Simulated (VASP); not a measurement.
Input of a VASP 6.6.1 run:

File INCAR:

```
SYSTEM = TaN
ALGO = Normal
EDIFF = 1E-6
ENCUT = 520
GGA = CA
ISIF = 2
ISMEAR = 0
LASPH = .True.
LCHARG = .False.
LREAL = .False.
LWAVE = .False.
NBANDS = 15
NELM = 80
PREC = Accurate
SIGMA = 0.15
```

Contents of KPOINTS:

```
k-points
0
Gamma
  18 18 18
  0 0 0
```

The input POSCAR:

```
TaN
1.0
    0.0000000000      2.1742693740      2.1742693740
    2.1742693740      0.0000000000      2.1742693740
    2.1742693740      2.1742693740      0.0000000000
Ta N
1 1
Direct
    0.4973832296      0.5026167704      0.5026167704
    0.0338044590     -0.0338044590     -0.0338044590
```

Potentials or basis: VASP PAW LDA potentials, release 64 (Ta_pv, N).

The run is started by

```console
$ cat potpaw_LDA.64/Ta_pv/POTCAR potpaw_LDA.64/N/POTCAR > POTCAR
$ mpirun -np 1 vasp_std > vasp.out
```

What does it give for the largest force?

1.679 eV/Å.

Estimate the pressure.

6.8 GPa.

Stress tensor (GPa, compression positive):
```
16.14  0.00  0.00
 0.00  2.06  0.00
 0.00  0.00  2.06
```

Caveat: the cell differs from its parent crystal (mode 4 frozen in at -0.147 Å and mode 6 at +0.000 Å (largest displacements)); forces of over 1 eV/Å act on the atoms, so gaps and moduli don't describe the material at rest.
